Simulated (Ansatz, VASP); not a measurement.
# One calculation of AgCl, two programs

INCAR

```
PREC     = Accurate       # precision mode
ENCUT    = 500            # plane-wave cutoff, eV
EDIFF    = 1E-6           # SCF threshold, eV
ISMEAR   = 0              # smearing method
SIGMA    = 0.1            # smearing width, eV
LREAL    = False          # projectors in reciprocal space
LASPH    = True           # aspherical terms in the spheres
NELM     = 120            # most SCF steps
ALGO     = Normal         # electronic algorithm
ISIF     = 2              # what is computed and relaxed
LWAVE    = False          # write WAVECAR
LCHARG   = False          # write CHGCAR
GGA      = PS             # functional
NBANDS   = 16             # bands
GGA_COMPAT= False
```

The input KPOINTS:

```
regular mesh
0
Gamma
  4 4 4
```

File POSCAR:

```
AgCl
1.0
    0.0000000000      2.7726629968      2.7726629968
    2.7726629968      0.0000000000      2.7726629968
    2.7726629968      2.7726629968      0.0000000000
Ag Cl
1 1
Direct
    0.0000000000      0.0000000000      0.0000000000
    0.5000000000      0.5000000000      0.5000000000
```

Input for Ansatz:

```yaml
crystal:
  lattice:
    - [0.0, 2.7726629968, 2.7726629968]
    - [2.7726629968, 0.0, 2.7726629968]
    - [2.7726629968, 2.7726629968, 0.0]
  atoms:
    - { symbol: Ag, position: [0.0, 0.0, 0.0] }
    - { symbol: Cl, position: [0.5, 0.5, 0.5] }
basis:
  ecutwfc: 420
  precision: f64
kpoints:
  mp_grid: { grid: [4, 4, 4] }
hamiltonian:
  xc: pbesol
scf:
  occupations: { method: gaussian, width: 0.1 }
  mixing: { algorithm: anderson, beta: 0.82, ndim: 1 }
  max_iter: 93
output:
  forces: true
  stress: true
  eigenvalues: true
```

Alike in both runs: task single point; functional PBEsol; k mesh 4 × 4 × 4; occupations gaussian, width 0.1 eV; no spin polarisation.

|  | VASP | Ansatz |
| --- | --- | --- |
| version | VASP 6.6.1 | Ansatz 0.2.0 |
| potentials or method | VASP PAW PBE potentials, release 64 (Ag, Cl), cutoff 500 eV | scalar-relativistic, plane waves, PAW |
| valence electrons in the cell | 18 | 26 |

|  | VASP | Ansatz | Ansatz less VASP |
| --- | --- | --- | --- |
| gap on the k mesh at the Fermi level (eV) | 0.73 | 0.73 | +0.003 |
| least direct gap on the mesh (eV) | 3.06 | 3.06 | -0.001 |
| pressure (GPa) | -2.5 | -2.4 | +0.09 |

VASP's potentials were made for PBE, not for PBEsol. VASP's potentials hold 18 valence electrons a cell and Ansatz's 26, so a difference there can come from the potentials and not from the codes.

The k mesh is coarse, so the values compare programs but aren't converged.
